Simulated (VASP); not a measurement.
Runs of VASP 6.6.1 on SrTe. The structure is that of space group Fm-3m (No. 225), or close to it. The cells are those of the table. 

```csv
cell,gap on the mesh (eV),pressure (GPa)
"a = 4.836 Å, angles 60.0°, 2 atoms",(a),-1.9
"a = 4.718 Å, angles 60.0°, 2 atoms",2.45,0.4
"a = 4.742 Å, angles 60.0°, 2 atoms",2.49,-0.2
"a = 4.742, b = 4.742, c = 4.777 Å, angles 59.8, 59.8, 59.5°, 2 atoms",2.45,-0.2
```

Alike in all rows: task single point; level HSE06; potentials or basis VASP PAW PBE potentials, release 64 (Sr_sv, Te); no spin polarisation; k mesh 4 × 4 × 4; cutoff (eV) 400; smearing gaussian 0.01 eV.

Problem. Fill in the values left out.

Solution. (a) 2.63.

Caveats: the PAW data sets were made with another functional, which shifts forces and pressure a little; spin-orbit coupling is left out, which moves the levels of the heavy elements.

A k mesh can miss the band edges, and the runs leave out spin-orbit coupling on Sr, Te.
